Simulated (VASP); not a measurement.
# Ta16S in VASP: single point with PBE

Aim: the single point of Ta16S with PBE.

All numbers are computed with VASP 6.6.1; they aren't measurements. Logs are shortened: lines on timing, memory, paths and dates and some standing lists are left out, and cuts for length are marked.

**1. The cell of the first run**

The cell holds a slab with vacuum, 17 atoms: a = 6.638 Å, b = 6.638 Å, c = 20.300 Å, α = 90.00°, β = 90.00°, γ = 90.00°.

**2. Single point, PBE**

INCAR

```
SYSTEM = Ta16S
PREC = Accurate
ENCUT = 520
EDIFF = 1E-7
ISMEAR = 0
SIGMA = 0.1
LREAL = Auto
LASPH = .TRUE.
NELM = 100
ALGO = Normal
ISIF = 2
LWAVE = .FALSE.
LCHARG = .FALSE.
LDIPOL = .TRUE.
IDIPOL = 3
DIPOL = 0.5 0.5 0.328
GGA = PE
NBANDS = 105
```

KPOINTS

```
regular mesh
0
G
  4 4 1
  0 0 0
```

POSCAR

```
Ta16S
1.0
    6.6379342675      0.0000000000      0.0000000000
    0.0000000000      6.6379342675      0.0000000000
    0.0000000000      0.0000000000     20.2996557315
Ta S
16 1
Direct
    0.2500000000      0.2500000000      0.1970476767
    0.2500000000      0.7500000000      0.1970476767
    0.7500000000      0.2500000000      0.1970476767
    0.7500000000      0.7500000000      0.1970476767
    0.0000000000      0.0000000000      0.2787970221
    0.0000000000      0.5000000000      0.2787970221
    0.5000000000      0.0000000000      0.2787970221
    0.5000000000      0.5000000000      0.2787970221
    0.2500000000      0.2500000000      0.3599139031
    0.2500000000      0.7500000000      0.3599139031
    0.7500000000      0.2500000000      0.3599139031
    0.7500000000      0.7500000000      0.3599139031
    0.0000000000      0.0000000000      0.4334879294
    0.0000000000      0.5000000000      0.4334879294
    0.5000000000      0.0000000000      0.4334879294
    0.5000000000      0.5000000000      0.4334879294
    0.1875000000      0.1875000000      0.5039000016
```

Potentials or basis: VASP PAW PBE potentials, release 64 (Ta_pv, S).

Run with:

```
> cat potpaw_PBE.64/Ta_pv/POTCAR potpaw_PBE.64/S/POTCAR > POTCAR
> mpirun -np 1 vasp_std > vasp.out
```

OUTCAR:

```text
SYSTEM = Ta16S
   PREC = Accurate
   ENCUT = 520
   EDIFF = 1E-7
   ISMEAR = 0
   LREAL = Auto
   LASPH = .TRUE.
   NELM = 100
   ISIF = 2
   GGA = PE

 ion  position               nearest neighbor table
   1  0.250  0.250  0.197-   5 2.87   6 2.87   7 2.87   8 2.87   9 3.31   3 3.32   2 3.32   2 3.32
                             3 3.32
   2  0.250  0.750  0.197-   5 2.87   6 2.87   7 2.87   8 2.87  10 3.31   4 3.32   1 3.32   1 3.32
                             4 3.32
   3  0.750  0.250  0.197-   5 2.87   6 2.87   7 2.87   8 2.87  11 3.31   4 3.32   1 3.32   4 3.32
                             1 3.32
   4  0.750  0.750  0.197-   5 2.87   6 2.87   7 2.87   8 2.87  12 3.31   3 3.32   2 3.32   3 3.32
                             2 3.32
   5  0.000  0.000  0.279-   9 2.87  10 2.87  11 2.87  12 2.87   1 2.87   2 2.87   3 2.87   4 2.87
                            13 3.14   7 3.32   6 3.32   6 3.32   7 3.32
   6  0.000  0.500  0.279-   9 2.87  10 2.87  11 2.87  12 2.87   1 2.87   2 2.87   3 2.87   4 2.87
                            14 3.14   8 3.32   5 3.32   5 3.32   8 3.32
   7  0.500  0.000  0.279-   9 2.87  10 2.87  11 2.87  12 2.87   1 2.87   2 2.87   3 2.87   4 2.87
                            15 3.14   8 3.32   5 3.32   8 3.32   5 3.32
   8  0.500  0.500  0.279-   9 2.87  10 2.87  11 2.87  12 2.87   1 2.87   2 2.87   3 2.87   4 2.87
                            16 3.14   7 3.32   6 3.32   7 3.32   6 3.32
   9  0.250  0.250  0.360-  13 2.78  14 2.78  15 2.78  16 2.78   5 2.87   6 2.87   7 2.87   8 2.87
                            17 2.98   1 3.31  11 3.32  10 3.32  10 3.32  11 3.32
  10  0.250  0.750  0.360-  13 2.78  14 2.78  15 2.78  16 2.78   5 2.87   6 2.87   7 2.87   8 2.87
                             2 3.31   9 3.32  12 3.32   9 3.32  12 3.32
  11  0.750  0.250  0.360-  13 2.78  14 2.78  15 2.78  16 2.78   5 2.87   6 2.87   7 2.87   8 2.87
                             3 3.31   9 3.32  12 3.32  12 3.32   9 3.32
  12  0.750  0.750  0.360-  13 2.78  14 2.78  15 2.78  16 2.78   5 2.87   6 2.87   7 2.87   8 2.87
                             4 3.31  10 3.32  11 3.32  11 3.32  10 3.32
  13  0.000  0.000  0.433-  17 2.27  10 2.78  11 2.78  12 2.78   9 2.78   5 3.14  15 3.32  14 3.32
                            14 3.32  15 3.32
  14  0.000  0.500  0.433-   9 2.78  10 2.78  11 2.78  12 2.78  17 2.81   6 3.14  16 3.32  13 3.32
                            13 3.32  16 3.32
  15  0.500  0.000  0.433-   9 2.78  10 2.78  11 2.78  12 2.78  17 2.81   7 3.14  16 3.32  13 3.32
                            16 3.32  13 3.32
  16  0.500  0.500  0.433-   9 2.78  10 2.78  11 2.78  12 2.78   8 3.14  14 3.32  15 3.32  15 3.32
                            14 3.32
  17  0.188  0.188  0.504-  13 2.27  14 2.81  15 2.81   9 2.98

  LATTYP: Found a simple tetragonal cell.
 ALAT       =     6.6379342675
 C/A-ratio  =     3.0581284649

  Lattice vectors:

 A1 = (   6.6379342675,   0.0000000000,   0.0000000000)
 A2 = (   0.0000000000,   6.6379342675,   0.0000000000)
 A3 = (   0.0000000000,   0.0000000000,  20.2996557315)

Analysis of symmetry for initial positions (statically):
=====================================================================
 Subroutine PRICEL returns:
 Original cell was already a primitive cell.

 Routine SETGRP: Setting up the symmetry group for a
 simple tetragonal supercell.

 Subroutine GETGRP returns: Found  2 space group operations
 (whereof  2 operations were pure point group operations)
 out of a pool of 16 trial point group operations.

The static configuration has the point symmetry C_1h.

Analysis of symmetry for dynamics (positions and initial velocities):
=====================================================================
 Subroutine PRICEL returns:
 Original cell was already a primitive cell.

 Routine SETGRP: Setting up the symmetry group for a
 simple tetragonal supercell.

 Subroutine GETGRP returns: Found  2 space group operations
 (whereof  2 operations were pure point group operations)
 out of a pool of 16 trial point group operations.

The dynamic configuration has the point symmetry C_1h.

 Subroutine INISYM returns: Found  2 space group operations
 (whereof  2 operations are pure point group operations),
 and found     1 'primitive' translations

----------------------------------------------------------------------------------------

                                     Primitive cell

  volume of cell :     894.4469

  direct lattice vectors                    reciprocal lattice vectors
     6.637934268  0.000000000  0.000000000     0.150649277  0.000000000  0.000000000
     0.000000000  6.637934268  0.000000000     0.000000000  0.150649277  0.000000000
     0.000000000  0.000000000 20.299655731     0.000000000  0.000000000  0.049261919

  length of vectors
     6.637934268  6.637934268 20.299655731     0.150649277  0.150649277  0.049261919

  position of ions in fractional coordinates (direct lattice)
     0.250000000  0.250000000  0.197047677
     0.250000000  0.750000000  0.197047677
     0.750000000  0.250000000  0.197047677
     0.750000000  0.750000000  0.197047677
     0.000000000  0.000000000  0.278797022
     0.000000000  0.500000000  0.278797022
[... 9 lines left out ...]
     0.500000000  0.500000000  0.433487929
     0.187500000  0.187500000  0.503900002

  ion indices of the primitive-cell ions
   primitive index   ion index
                 1           1
                 2           2
                 3           3
                 4           4
                 5           5
                 6           6
[... 9 lines left out ...]
                16          16
                17          17

----------------------------------------------------------------------------------------

 KPOINTS: regular mesh

Automatic generation of k-mesh.
 Grid dimensions read from file:
 generate k-points for:    4    4    1

 Generating k-lattice:

  Cartesian coordinates                     Fractional coordinates (reciprocal lattice)
     0.037662319  0.000000000  0.000000000     0.250000000  0.000000000  0.000000000
     0.000000000  0.037662319  0.000000000     0.000000000  0.250000000  0.000000000
     0.000000000  0.000000000  0.049261919     0.000000000  0.000000000  1.000000000

  Length of vectors
     0.037662319  0.037662319  0.049261919

  Shift w.r.t. Gamma in fractional coordinates (k-lattice)
     0.000000000  0.000000000  0.000000000

 Subroutine IBZKPT returns following result:
 ===========================================

 Found      7 irreducible k-points:

 Following reciprocal coordinates:
            Coordinates               Weight
  0.000000  0.000000  0.000000      1.000000
  0.250000  0.000000  0.000000      4.000000
  0.500000  0.000000  0.000000      2.000000
  0.250000  0.250000  0.000000      2.000000
 -0.250000  0.250000  0.000000      2.000000
  0.500000  0.250000  0.000000      4.000000
  0.500000  0.500000  0.000000      1.000000
   k-points           NKPTS =      7   k-points in BZ     NKDIM =      7   number of bands    NBANDS=    105
   number of dos      NEDOS =    301   number of ions     NIONS =     17
   total plane-waves  NPLWV = 400000
   dimension x,y,z NGX =    50 NGY =   50 NGZ =  160
   dimension x,y,z NGXF=   100 NGYF=  100 NGZF=  320
   ions per type =              16   1
   NGX,Y,Z   is equivalent  to a cutoff of  12.52, 12.52, 13.10 a.u.
   NGXF,Y,Z  is equivalent  to a cutoff of  25.04, 25.04, 26.21 a.u.
 SYSTEM =  Ta16S
   PREC   = accura    normal or accurate (medium, high low for compatibility)
   ISTART =      0    job   : 0-new  1-cont  2-samecut
   ICHARG =      2    charge: 1-file 2-atom 10-const
   ISPIN  =      1    spin polarized calculation?
   LNONCOLLINEAR =      F non collinear calculations
   LSORBIT =      F    spin-orbit coupling
   LASPH  =      T    aspherical Exc in radial PAW
   ENCUT  =  520.0 eV  38.22 Ry    6.18 a.u.  12.34 12.34 37.74*2*pi/ulx,y,z
   NELM   =    100;   NELMIN=  2; NELMDL= -5     # of ELM steps
   EDIFF  = 0.1E-06   stopping-criterion for ELM
   LREAL  =      T    real-space projection
   EDIFFG = 0.1E-05   stopping-criterion for IOM
   NSW    =      0    number of steps for IOM
   IBRION =     -1    ionic relax: 0-MD 1-quasi-New 2-CG
   NFREE  =      0    steps in history (QN), initial steepest desc. (CG)
   ISIF   =      2    stress and relaxation
   ISYM   =      2    0-nonsym 1-usesym 2-fastsym
   POTIM  = 0.5000    time-step for ionic-motion
   TEBEG  =    0.0;   TEEND  =   0.0 temperature during run
   PSTRESS=    0.0 pullay stress
   NELECT =     182.0000    total number of electrons
   NUPDOWN=      -1.0000    fix difference up-down
   EMIN   =  10.00;   EMAX   =-10.00  energy-range for DOS
   EFERMI =   0.00;   METHOD = LEGACY
   ISMEAR =     0;   SIGMA  =   0.10  broadening in eV -4-tet -1-fermi 0-gaus
   EFERMI_NEDOS =   21; number of points for ismear=-14 and -15
   IALGO  =     38    algorithm
   IMIX   =      4    mixing-type and parameters
     AMIX     =   0.40;   BMIX     =  1.00
     AMIX_MAG =   1.60;   BMIX_MAG =  1.00
  volume/ion in A,a.u.               =      52.61       355.06
  Fermi-wavevector in a.u.,A,eV,Ry     =   0.962898  1.819614 12.614957  0.927173
  Thomas-Fermi vector in A             =   2.092397
   LORBIT       =      0    0 simple, 1 ext, 2 COOP (PROOUT), +10 PAW based schemes
   GGA     = PE    functional components
   LHFCALC =     F    Hartree Fock is set to
   AEXX    =    0.0000 exact exchange contribution
   IVDW    =     0    specifies the selected vdW correction
   LEPSILON=     F    determine dielectric tensor
   LRPA    =     F    only Hartree local field effects (RPA)
 non-spin polarized calculation
 Gauss-broadening in eV      SIGMA  =   0.10
  energy-cutoff  :      520.00
  volume of cell :      894.45
 maximum number of plane-waves:     24163
 NGX is ok and might be reduce to    50
   NGX = 25   NGY = 25   NGZ = 75

 dipolmoment           0.000000      0.000000      0.006258 electrons x Angstroem

 number of electron     181.9999955 magnetization

 dipolmoment           0.000000      0.000000     -0.034310 electrons x Angstroem

 Free energy of the ion-electron system (eV)
  ---------------------------------------------------
  ext. energy  EPLUGINS =         0.00000000
  ---------------------------------------------------
  free energy    TOTEN  =      -181.11019338 eV

  energy without entropy =     -181.04247541  energy(sigma->0) =     -181.07633439

 E-fermi :  -0.3538     XC(G=0):  -5.3855

 val. band max:       -0.3816769645   @ k =   0.5000   0.2500   0.0000
 cond. band min:      -0.3227787044   @ k =   0.2500   0.0000   0.0000
 fundamental gap:      0.0588982601
 Fermi energy:        -0.3538184200

 k-point     1 :       0.0000    0.0000    0.0000
  band No.  band energies     occupation
      1     -35.4023      2.00000
      2     -35.3850      2.00000
      3     -35.3838      2.00000
      4     -35.3717      2.00000
      5     -35.3683      2.00000
      6     -35.3589      2.00000
[... 95 lines left out ...]
    102       0.9315      0.00000
    103       1.0654      0.00000

 k-point     2 :       0.2500    0.0000    0.0000
  band No.  band energies     occupation
      1     -35.3920      2.00000
      2     -35.3753      2.00000
      3     -35.3600      2.00000
      4     -35.3559      2.00000
      5     -35.3499      2.00000
      6     -35.3451      2.00000
[... 519 lines left out ...]
    102       0.2434      0.00000
    103       0.3303      0.00000

 k-point     7 :       0.5000    0.5000    0.0000
  band No.  band energies     occupation
      1     -35.3739      2.00000
      2     -35.3343      2.00000
      3     -35.3228      2.00000
      4     -35.3219      2.00000
      5     -35.2695      2.00000
      6     -35.2673      2.00000
[... 95 lines left out ...]
    102       0.0864      0.00000
    103       0.2337      0.00000
 [bands above 103 left out]

------------------------ aborting loop because EDIFF is reached ----------------------------------------

 vacuum level on the upper side and lower side of the slab       (xc-potential included)        -0.148        -0.057

  FORCE on cell =-STRESS in cart. coord.  units (eV):
  Direction    XX          YY          ZZ          XY          YZ          ZX
  --------------------------------------------------------------------------------------
  -------------------------------------------------------------------------------------
  Total      -15.0335066    -15.0335066     -5.2308246      2.0795611      2.7092033      2.7092040
  in kB      -26.9287571    -26.9287571     -9.3697105      3.7250122      4.8528583      4.8528596
  external PRESSURE =     -21.0757416 kB  Pullay stress =       0.0000000 kB

 VOLUME and BASIS-vectors are now :
 -----------------------------------------------------------------------------
  energy-cutoff  :      520.00
  volume of cell :      894.45
      direct lattice vectors                 reciprocal lattice vectors
     6.637934268  0.000000000  0.000000000     0.150649277  0.000000000  0.000000000
     0.000000000  6.637934268  0.000000000     0.000000000  0.150649277  0.000000000
     0.000000000  0.000000000 20.299655731     0.000000000  0.000000000  0.049261919

 POSITION                                       TOTAL-FORCE (eV/Angst)
 -----------------------------------------------------------------------------------
      1.65948      1.65948      4.00000        -0.023621     -0.023621      0.972434
      1.65948      4.97845      4.00000         0.002879      0.028183      0.869589
      4.97845      1.65948      4.00000         0.028183      0.002879      0.869589
      4.97845      4.97845      4.00000         0.077786      0.077786      0.816667
      0.00000      0.00000      5.65948         0.064291      0.064291     -1.019604
      0.00000      3.31897      5.65948         0.057456      0.020377     -0.800538
[... 9 lines left out ...]
      3.31897      3.31897      8.79966         0.111579      0.111579     -0.023296
      1.24461      1.24461     10.22900         1.938126      1.938126      0.013467
 -----------------------------------------------------------------------------------
    total drift:                                0.001034      0.001034      0.006584

  FREE ENERGIE OF THE ION-ELECTRON SYSTEM (eV)
  ---------------------------------------------------
  free  energy   TOTEN  =      -181.1101933764 eV

  energy  without entropy=     -181.0424754130  energy(sigma->0) =     -181.07633439

 vacuum level on the upper side and lower side of the slab         3.424         3.525
```

It took 34 min on 1 thread of Intel Xeon Platinum 8259CL at 2.50GHz (Skylake/Cascade Lake), shared host; peak memory 1 GiB.

Results:

| Item | Value |
| --- | --- |
| Free energy | -181.1102 eV |
| Largest force | 2.741 eV/Å |
| Band gap on the k mesh | zero (bands 91 and 92 overlap by 0.34 eV) |

Forces on the atoms (eV/Å):
```
Ta  -0.024 -0.024  0.972
Ta   0.003  0.028  0.870
Ta   0.028  0.003  0.870
Ta   0.078  0.078  0.817
Ta   0.064  0.064 -1.020
Ta   0.057  0.020 -0.801
Ta   0.020  0.057 -0.801
Ta  -0.016 -0.016 -0.758
Ta  -0.026 -0.026 -0.229
Ta   0.003 -0.198 -0.148
Ta  -0.198  0.003 -0.148
Ta  -0.281 -0.281 -0.258
Ta  -1.740 -1.740 -0.407
Ta  -0.032  0.011  0.525
Ta   0.011 -0.032  0.525
Ta   0.112  0.112 -0.023
S    1.938  1.938  0.013
```

Levels at points of the mesh, in eV from the Fermi level:
```
           k point  band 88  band 89  band 90  band 91  band 92  band 93
(0.00, 0.00, 0.00)    -0.11    -0.06     0.07     0.14     0.16     0.16
(0.50, 0.00, 0.00)    -0.64    -0.44    -0.40    -0.31     0.11     0.18
(0.50, 0.50, 0.00)    -1.02    -0.91    -0.88    -0.86    -0.20    -0.17
```

Caveat: spin-orbit coupling is left out, which moves the levels of the heavy elements.
